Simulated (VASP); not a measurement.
Mo:

```
Mo
1.0
    -1.57342    1.57342    1.57342
     1.57342   -1.57342    1.57342
     1.57342    1.57342   -1.57342
Mo
1
Cartesian
  0.0000 0.0000 0.0000
```

| Quantity | Value |
| --- | --- |
| Program | VASP 6.6.1 |
| Task | relaxation of cell and atoms |
| Functional | LDA |
| Potentials or basis | VASP PAW LDA potentials, release 64 (Mo_sv) |
| Cutoff | 600 eV |
| k mesh | 24 × 24 × 24 |
| Occupations | fermi-dirac, width 0.08 eV |
| Spin | no spin polarisation |

At the start: pressure -8.2 GPa; volume 15.58 Å³/atom.

**Question.** Where does the relaxation end?

**Answer.** Over 7 steps the energy falls by 11.9 meV/atom and the volume is 15.12 Å³/atom (-2.9 %); space group Im-3m (No. 229, to 0.1 Å) before and after.

Step by step:
```tsv
step	energy change (eV)	largest force (eV/Å)	pressure (GPa)	volume (Å³)
1	0.0000	0.0000	-8.15	15.58
2	0.1000	0.0000	30.56	13.86
3	-0.0119	0.0000	-0.31	15.14
4	-0.0119	0.0000	-0.04	15.13
5	-0.0119	0.0000	0.13	15.12
6	-0.0119	0.0000	-0.32	15.14
7	-0.0119	0.0000	0.00	15.12
```

Final structure:
```cif
data_structure
_symmetry_space_group_name_H-M 'P 1'
_symmetry_Int_Tables_number 1
_cell_length_a 2.6984
_cell_length_b 2.6984
_cell_length_c 2.6984
_cell_angle_alpha 109.471
_cell_angle_beta 109.471
_cell_angle_gamma 109.471
_cell_volume 15.12
loop_
_atom_site_label
_atom_site_type_symbol
_atom_site_fract_x
_atom_site_fract_y
_atom_site_fract_z
_atom_site_occupancy
Mo1 Mo 0.00000 0.00000 0.00000 1
```
